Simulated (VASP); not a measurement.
Input of a VASP 6.6.1 run:

The input INCAR:

```
PREC     = Accurate       # precision mode
ENCUT    = 520            # plane-wave cutoff, eV
EDIFF    = 1E-6           # SCF threshold, eV
ISMEAR   = -1             # smearing method
SIGMA    = 0.1            # smearing width, eV
LREAL    = False          # projectors in reciprocal space
LASPH    = True           # aspherical terms in the spheres
NELM     = 60             # most SCF steps
ALGO     = Normal         # electronic algorithm
ISIF     = 2              # what is computed and relaxed
LWAVE    = False          # write WAVECAR
LCHARG   = False          # write CHGCAR
GGA      = CA             # functional
NBANDS   = 12             # bands
```

File KPOINTS:

```
regular mesh
0
Gamma
  19 19 19
```

POSCAR

```
Ti
1.0
    0.0000000000      1.6851363326      1.6851363326
    1.6851363326      0.0000000000      1.6851363326
    1.6851363326      1.6851363326      0.0000000000
Ti
1
Direct
    0.0000000000      0.0000000000      0.0000000000
```

Potentials or basis: VASP PAW LDA potentials, release 64 (Ti_sv).

Run with:

```bash
$ cat potpaw_LDA.64/Ti_sv/POTCAR > POTCAR
$ mpirun -np 1 vasp_std > vasp.out
```

Task: What does it give for the pressure?

Result: 139.8 GPa.

Task: What does it give for the band gap on the k mesh?

Result: Zero (band 6 reaches 17.04 eV, above the bottom of band 7 at 15.18 eV).
